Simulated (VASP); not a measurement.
# C19O in VASP: a series of runs

Runs on C19O. Level: PBE. Tasks: single point.

Everything below comes from runs of VASP 6.6.1. Logs are shortened: lines on timing, memory, paths and dates and some standing lists are left out, and cuts for length are marked.

### 1 The cell of the first run

The cell holds a slab with vacuum, 20 atoms: a = 7.398 Å, b = 7.398 Å, c = 12.000 Å, α = 90.00°, β = 90.00°, γ = 120.00°.

### 2 Single point, PBE

Input file INCAR:

```
PREC = Accurate
ENCUT = 520
EDIFF = 1E-6
ISMEAR = 0
SIGMA = 0.02
LREAL = Auto
LASPH = True
NELM = 60
ALGO = Normal
ISIF = 2
LWAVE = False
LCHARG = False
GGA = PE
NBANDS = 57
```

Input file KPOINTS:

```
regular mesh
0
Gamma
  2 2 1
```

Input file POSCAR:

```
C19O
1.0
    7.3980000000      0.0000000000      0.0000000000
   -3.6990000000      6.4068560000      0.0000000000
    0.0000000000      0.0000000000     12.0000000000
C O
19 1
Direct
    0.0269257873      0.0264663354      0.0652055833
    0.2496243735      0.1380689686      0.0637591667
    0.0270704851      0.3605489182      0.0684677500
    0.2507436438      0.4734175390      0.0678205000
    0.0287898853      0.6964145909      0.0692418333
    0.2481008750      0.8055242696      0.0680525833
    0.3595313188      0.0280931864      0.0650826667
    0.5834177086      0.1401687505      0.0680554167
    0.3618227066      0.3620006443      0.0652923333
    0.5817183849      0.4720053018      0.0679113333
    0.3604080304      0.6933505295      0.0698589167
    0.5830323690      0.8046670629      0.0701024167
    0.6949395633      0.0284446849      0.0699337500
    0.9148898108      0.1381440444      0.0678336667
    0.6925291560      0.3595011344      0.0691063333
    0.9163541305      0.4712097478      0.0746397500
    0.6929496486      0.6946881591      0.0697763333
    0.9169787745      0.8066234047      0.0679474167
   -0.0550702244      0.4505127008      0.2526688333
    0.0079051700      0.3771731408      0.3131320000
```

Potentials or basis: VASP PAW PBE potentials, release 64 (C, O).

On the command line:

```bash
$ cat potpaw_PBE.64/C/POTCAR potpaw_PBE.64/O/POTCAR > POTCAR
$ mpirun -np 1 vasp_std > vasp.out
```

OUTCAR:

```text
PREC = Accurate
   ENCUT = 520
   EDIFF = 1E-6
   ISMEAR = 0
   LREAL = Auto
   LASPH = True
   NELM = 60
   ISIF = 2
   GGA = PE

 ion  position               nearest neighbor table
   1  0.027  0.026  0.065-  18 1.41   2 1.43  14 1.43
   2  0.250  0.138  0.064-   7 1.41   1 1.43   9 1.43
   3  0.027  0.361  0.068-  16 1.42  14 1.42   4 1.43
   4  0.251  0.473  0.068-  11 1.41   9 1.43   3 1.43
   5  0.029  0.696  0.069-   6 1.41  18 1.42  16 1.44
   6  0.248  0.806  0.068-   5 1.41   7 1.43  11 1.44
[... 10 lines left out ...]
  17  0.693  0.695  0.070-  12 1.41  10 1.43  18 1.44
  18  0.917  0.807  0.068-   1 1.41   5 1.42  17 1.44
  19  0.945  0.451  0.253-  20 1.14
  20  0.008  0.377  0.313-  19 1.14

  LATTYP: Found a hexagonal cell.
 ALAT       =     7.3980000000
 C/A-ratio  =     1.6220600162

  Lattice vectors:

 A1 = (   7.3980000000,   0.0000000000,   0.0000000000)
 A2 = (  -3.6990000000,   6.4068560000,   0.0000000000)
 A3 = (   0.0000000000,   0.0000000000,  12.0000000000)

Analysis of symmetry for initial positions (statically):
=====================================================================
 Subroutine PRICEL returns:
 Original cell was already a primitive cell.

 Routine SETGRP: Setting up the symmetry group for a
 hexagonal supercell.

 Subroutine GETGRP returns: Found  1 space group operations
 (whereof  1 operations were pure point group operations)
 out of a pool of 24 trial point group operations.

The static configuration has the point symmetry C_1 .

Analysis of symmetry for dynamics (positions and initial velocities):
=====================================================================
 Subroutine PRICEL returns:
 Original cell was already a primitive cell.

 Routine SETGRP: Setting up the symmetry group for a
 hexagonal supercell.

 Subroutine GETGRP returns: Found  1 space group operations
 (whereof  1 operations were pure point group operations)
 out of a pool of 24 trial point group operations.

The dynamic configuration has the point symmetry C_1 .

 Subroutine INISYM returns: Found  1 space group operations
 (whereof  1 operations are pure point group operations),
 and found     1 'primitive' translations

----------------------------------------------------------------------------------------

                                     Primitive cell

  volume of cell :     568.7750

  direct lattice vectors                    reciprocal lattice vectors
     7.398000000  0.000000000  0.000000000     0.135171668  0.078041398  0.000000000
    -3.699000000  6.406856000  0.000000000     0.000000000  0.156082796  0.000000000
     0.000000000  0.000000000 12.000000000     0.000000000  0.000000000  0.083333333

  length of vectors
     7.398000000  7.398000054 12.000000000     0.156082797  0.156082796  0.083333333

  position of ions in fractional coordinates (direct lattice)
     0.026925787  0.026466335  0.065205583
     0.249624373  0.138068969  0.063759167
     0.027070485  0.360548918  0.068467750
     0.250743644  0.473417539  0.067820500
     0.028789885  0.696414591  0.069241833
     0.248100875  0.805524270  0.068052583
[... 12 lines left out ...]
     0.944929776  0.450512701  0.252668833
     0.007905170  0.377173141  0.313132000

  ion indices of the primitive-cell ions
   primitive index   ion index
                 1           1
                 2           2
                 3           3
                 4           4
                 5           5
                 6           6
[... 12 lines left out ...]
                19          19
                20          20

----------------------------------------------------------------------------------------

 KPOINTS: regular mesh

Automatic generation of k-mesh.
 Grid dimensions read from file:
 generate k-points for:    2    2    1

 Generating k-lattice:

  Cartesian coordinates                     Fractional coordinates (reciprocal lattice)
     0.067585834  0.039020699  0.000000000     0.500000000  0.000000000  0.000000000
     0.000000000  0.078041398  0.000000000     0.000000000  0.500000000  0.000000000
     0.000000000  0.000000000  0.083333333     0.000000000  0.000000000  1.000000000

  Length of vectors
     0.078041399  0.078041398  0.083333333

  Shift w.r.t. Gamma in fractional coordinates (k-lattice)
     0.000000000  0.000000000  0.000000000

 Subroutine IBZKPT returns following result:
 ===========================================

 Found      4 irreducible k-points:

 Following reciprocal coordinates:
            Coordinates               Weight
  0.000000  0.000000  0.000000      1.000000
  0.500000  0.000000  0.000000      1.000000
  0.000000  0.500000  0.000000      1.000000
  0.500000  0.500000  0.000000      1.000000
   k-points           NKPTS =      4   k-points in BZ     NKDIM =      4   number of bands    NBANDS=     57
   number of dos      NEDOS =    301   number of ions     NIONS =     20
   total plane-waves  NPLWV = 282240
   dimension x,y,z NGX =    56 NGY =   56 NGZ =   90
   dimension x,y,z NGXF=   112 NGYF=  112 NGZF=  180
   ions per type =              19   1
   NGX,Y,Z   is equivalent  to a cutoff of  12.58, 12.58, 12.47 a.u.
   NGXF,Y,Z  is equivalent  to a cutoff of  25.17, 25.17, 24.94 a.u.
 SYSTEM =  unknown system
   PREC   = accura    normal or accurate (medium, high low for compatibility)
   ISTART =      0    job   : 0-new  1-cont  2-samecut
   ICHARG =      2    charge: 1-file 2-atom 10-const
   ISPIN  =      1    spin polarized calculation?
   LNONCOLLINEAR =      F non collinear calculations
   LSORBIT =      F    spin-orbit coupling
   LASPH  =      T    aspherical Exc in radial PAW
   ENCUT  =  520.0 eV  38.22 Ry    6.18 a.u.  13.76 13.76 22.31*2*pi/ulx,y,z
   NELM   =     60;   NELMIN=  2; NELMDL= -5     # of ELM steps
   EDIFF  = 0.1E-05   stopping-criterion for ELM
   LREAL  =      T    real-space projection
   EDIFFG = 0.1E-04   stopping-criterion for IOM
   NSW    =      0    number of steps for IOM
   IBRION =     -1    ionic relax: 0-MD 1-quasi-New 2-CG
   NFREE  =      0    steps in history (QN), initial steepest desc. (CG)
   ISIF   =      2    stress and relaxation
   ISYM   =      2    0-nonsym 1-usesym 2-fastsym
   POTIM  = 0.5000    time-step for ionic-motion
   TEBEG  =    0.0;   TEEND  =   0.0 temperature during run
   PSTRESS=    0.0 pullay stress
   NELECT =      82.0000    total number of electrons
   NUPDOWN=      -1.0000    fix difference up-down
   EMIN   =  10.00;   EMAX   =-10.00  energy-range for DOS
   EFERMI =   0.00;   METHOD = LEGACY
   ISMEAR =     0;   SIGMA  =   0.02  broadening in eV -4-tet -1-fermi 0-gaus
   EFERMI_NEDOS =   21; number of points for ismear=-14 and -15
   IALGO  =     38    algorithm
   IMIX   =      4    mixing-type and parameters
     AMIX     =   0.40;   BMIX     =  1.00
     AMIX_MAG =   1.60;   BMIX_MAG =  1.00
  volume/ion in A,a.u.               =      28.44       191.91
  Fermi-wavevector in a.u.,A,eV,Ry     =   0.858419  1.622176 10.025902  0.736883
  Thomas-Fermi vector in A             =   1.975621
   LORBIT       =      0    0 simple, 1 ext, 2 COOP (PROOUT), +10 PAW based schemes
   GGA     = PE    functional components
   LHFCALC =     F    Hartree Fock is set to
   AEXX    =    0.0000 exact exchange contribution
   IVDW    =     0    specifies the selected vdW correction
   LEPSILON=     F    determine dielectric tensor
   LRPA    =     F    only Hartree local field effects (RPA)
 non-spin polarized calculation
 Gauss-broadening in eV      SIGMA  =   0.02
  energy-cutoff  :      520.00
  volume of cell :      568.78
 maximum number of plane-waves:     15363
 NGX is ok and might be reduce to    56
   NGX = 27   NGY = 27   NGZ = 45

 number of electron      82.0000002 magnetization

 Free energy of the ion-electron system (eV)
  ---------------------------------------------------
  ext. energy  EPLUGINS =         0.00000000
  ---------------------------------------------------
  free energy    TOTEN  =      -179.43581868 eV

  energy without entropy =     -179.43581868  energy(sigma->0) =     -179.43581868

 E-fermi :  -1.6384     XC(G=0):  -4.0807

 val. band max:       -1.7580744213   @ k =   0.0000   0.0000   0.0000
 cond. band min:      -1.5459903028   @ k =   0.0000   0.0000   0.0000
 fundamental gap:      0.2120841185
 Fermi energy:        -1.6384110851

 k-point     1 :       0.0000    0.0000    0.0000
  band No.  band energies     occupation
      1     -26.0958      2.00000
      2     -21.1851      2.00000
      3     -18.7043      2.00000
      4     -18.6425      2.00000
      5     -18.6184      2.00000
      6     -18.6007      2.00000
[... 45 lines left out ...]
     52       3.4384      0.00000
     53       3.5687      0.00000

 k-point     2 :       0.5000    0.0000    0.0000
  band No.  band energies     occupation
      1     -26.0958      2.00000
      2     -20.5508      2.00000
      3     -20.5117      2.00000
      4     -19.2866      2.00000
      5     -19.1888      2.00000
      6     -16.8238      2.00000
[... 45 lines left out ...]
     52       3.8435      0.00000
     53       4.2756      0.00000

 k-point     3 :       0.0000    0.5000    0.0000
  band No.  band energies     occupation
      1     -26.0958      2.00000
      2     -20.5504      2.00000
      3     -20.5122      2.00000
      4     -19.2881      2.00000
      5     -19.1871      2.00000
      6     -16.8274      2.00000
[... 45 lines left out ...]
     52       3.8327      0.00000
     53       4.2724      0.00000

 k-point     4 :       0.5000    0.5000    0.0000
  band No.  band energies     occupation
      1     -26.0958      2.00000
      2     -20.5499      2.00000
      3     -20.5127      2.00000
      4     -19.2641      2.00000
      5     -19.2132      2.00000
      6     -16.7837      2.00000
[... 45 lines left out ...]
     52       3.7215      0.00000
     53       4.2557      0.00000
 [bands above 53 left out]

------------------------ aborting loop because EDIFF is reached ----------------------------------------

  FORCE on cell =-STRESS in cart. coord.  units (eV):
  Direction    XX          YY          ZZ          XY          YZ          ZX
  --------------------------------------------------------------------------------------
  -------------------------------------------------------------------------------------
  Total        2.5713313      1.6010476      6.0925965     -1.0015631     -0.4546060      0.7840789
  in kB        7.2431600      4.5099765     17.1621803     -2.8212941     -1.2805757      2.2086648
  external PRESSURE =       9.6384389 kB  Pullay stress =       0.0000000 kB

 VOLUME and BASIS-vectors are now :
 -----------------------------------------------------------------------------
  energy-cutoff  :      520.00
  volume of cell :      568.78
      direct lattice vectors                 reciprocal lattice vectors
     7.398000000  0.000000000  0.000000000     0.135171668  0.078041398  0.000000000
    -3.699000000  6.406856000  0.000000000     0.000000000  0.156082796  0.000000000
     0.000000000  0.000000000 12.000000000     0.000000000  0.000000000  0.083333333

 POSITION                                       TOTAL-FORCE (eV/Angst)
 -----------------------------------------------------------------------------------
      0.10130      0.16957      0.78247        -0.008627     -0.047154      0.110402
      1.33600      0.88459      0.76511         0.043131      0.001932      0.074625
     -1.13340      2.30998      0.82161        -0.207971      0.122923     -0.636114
      0.10383      3.03312      0.81385        -0.099907      0.020508     -0.086540
     -2.36305      4.46183      0.83090         0.072637     -0.189595     -0.251215
     -1.14418      5.16088      0.81663        -0.024028     -0.047842      0.001211
[... 12 lines left out ...]
      5.32414      2.88637      3.03203        -1.548969      1.046534      1.521058
     -1.33668      2.41649      3.75758         1.437813     -0.945034      1.023143
 -----------------------------------------------------------------------------------
    total drift:                               -0.020031     -0.002003      0.014477

  FREE ENERGIE OF THE ION-ELECTRON SYSTEM (eV)
  ---------------------------------------------------
  free  energy   TOTEN  =      -179.4358186824 eV

  energy  without entropy=     -179.4358186824  energy(sigma->0) =     -179.43581868
```

It took 2.7 min on 1 thread of Intel Xeon 6975P-C (Granite Rapids), shared host; peak memory 0.57 GiB.

What came out:

* Free energy: -179.4358 eV
* Largest force: 2.410 eV/Å
* Band gap on the k mesh: 0.21 eV

Forces on the atoms (eV/Å):
```
C   -0.009 -0.047  0.110
C    0.043  0.002  0.075
C   -0.208  0.123 -0.636
C   -0.100  0.021 -0.087
C    0.073 -0.190 -0.251
C   -0.024 -0.048  0.001
C    0.008  0.029  0.096
C    0.000  0.036 -0.002
C    0.062 -0.008  0.111
C   -0.044 -0.035  0.013
C   -0.025 -0.078 -0.041
C    0.030 -0.001 -0.008
C    0.073  0.039 -0.040
C   -0.056  0.043 -0.092
C    0.175  0.026 -0.238
C    0.130 -0.070 -1.514
C    0.019  0.015 -0.056
C   -0.035  0.042  0.015
C   -1.549  1.047  1.521
O    1.438 -0.945  1.023
```

Levels at points of the mesh, in eV from the valence-band top:
```tsv
k point	band 39	band 40	band 41	band 42	band 43	band 44
(0.00, 0.00, 0.00)	-2.64	-0.03	0.00	0.21	0.28	2.75
(0.50, 0.00, 0.00)	-2.52	-2.31	-1.68	1.66	2.12	2.44
(0.00, 0.50, 0.00)	-2.51	-2.31	-1.70	1.69	2.13	2.39
(0.50, 0.50, 0.00)	-2.52	-2.31	-1.66	1.53	2.27	2.42
```

Caveat: the k points lie up to 0.49 Å⁻¹ apart.

### 3 Single point, PBE

Input file INCAR:

```
SYSTEM = C19O
PREC = Accurate ; ENCUT = 520
EDIFF = 1E-7 ; ISMEAR = 0
SIGMA = 0.02 ; LREAL = Auto
LASPH = .True. ; NELM = 100
ALGO = Normal ; ISIF = 2
LWAVE = .False. ; LCHARG = .True.
GGA = PE ; LELF = .True.
LVHAR = .True. ; NBANDS = 57
```

Input file KPOINTS:

```
Automatic mesh
0
Gamma
  2 2 1
  0 0 0
```

Input file POSCAR:

```
C19O
1.0
    7.3980000000      0.0000000000      0.0000000000
   -3.6990000000      6.4068560000      0.0000000000
    0.0000000000      0.0000000000     12.0000000000
C O
19 1
Direct
    0.0295335656      0.0310465851      0.0619016667
    0.2521718606      0.1420044402      0.0610418333
    0.0344812358      0.3597210551      0.0797707500
    0.2556011169      0.4760348914      0.0683250000
    0.0322788350      0.7045582108      0.0728030833
    0.2523791638      0.8091822260      0.0670098333
    0.3629257763      0.0312424690      0.0620880833
    0.5849887672      0.1417985670      0.0669895833
    0.3631336438      0.3646446869      0.0618563333
    0.5864973629      0.4755867777      0.0665409167
    0.3643050755      0.6986461066      0.0695329167
    0.5859340496      0.8082571233      0.0691152500
    0.6955437494      0.0298920407      0.0695584167
    0.9181486165      0.1385902852      0.0683756667
    0.6896013829      0.3618859235      0.0727603333
    0.9164591797      0.4776601815      0.1020715000
    0.6961394965      0.6980448757      0.0698156667
    0.9185901214      0.8076822704      0.0665844167
   -0.0341144219      0.4284594503      0.2108137500
   -0.0054897343      0.4007953355      0.3037395000
```

Potentials or basis: VASP PAW PBE potentials, release 64 (C, O).

On the command line:

```bash
$ cat potpaw_PBE.64/C/POTCAR potpaw_PBE.64/O/POTCAR > POTCAR
$ mpirun -np 1 vasp_std > vasp.out
```

Wall time 3.1 min (1 thread of Intel Xeon 6975P-C (Granite Rapids), shared host); peak memory 0.57 GiB.

Results (log left out):

```yaml
Free_energy: -177.5835 eV
Largest_force: 0.734 eV/Å
Band_gap_on_the_k_mesh: 0.16 eV
```

Forces in eV/Å, atoms in the order of the input:
```
C    0.004  0.003 -0.004
C   -0.008  0.005 -0.001
C   -0.007  0.005  0.015
C    0.002  0.001 -0.007
C    0.004 -0.015 -0.002
C    0.006  0.000 -0.004
C    0.003  0.000  0.000
C   -0.002 -0.008 -0.003
C    0.004  0.000 -0.002
C    0.006  0.005 -0.003
C   -0.009 -0.001  0.004
C    0.001 -0.004  0.001
C   -0.004  0.001  0.003
C    0.001 -0.002 -0.004
C    0.012  0.008 -0.007
C   -0.012  0.007  0.034
C    0.000  0.002  0.007
C   -0.004 -0.002 -0.004
C   -0.179  0.102 -0.704
O    0.185 -0.106  0.681
```

Levels at points of the mesh, in eV from the valence-band top:
| k point | band 37 | band 38 | band 39 | band 40 | band 41 | band 42 | band 43 | band 44 | band 45 | band 46 |
| --- | --- | --- | --- | --- | --- | --- | --- | --- | --- | --- |
| (0.00, 0.00, 0.00) | -3.20 | -2.93 | -2.02 | -0.44 | 0.00 | 0.16 | 1.19 | 1.84 | 2.91 | 3.41 |
| (0.50, 0.00, 0.00) | -2.72 | -2.57 | -2.52 | -2.33 | -0.30 | 0.85 | 1.41 | 2.42 | 2.63 | 2.85 |
| (0.00, 0.50, 0.00) | -2.72 | -2.57 | -2.52 | -2.33 | -0.30 | 0.85 | 1.41 | 2.42 | 2.63 | 2.85 |
| (0.50, 0.50, 0.00) | -2.77 | -2.59 | -2.50 | -2.30 | -0.05 | 0.91 | 1.03 | 2.28 | 2.60 | 3.15 |

Caveat: the k points lie up to 0.49 Å⁻¹ apart.
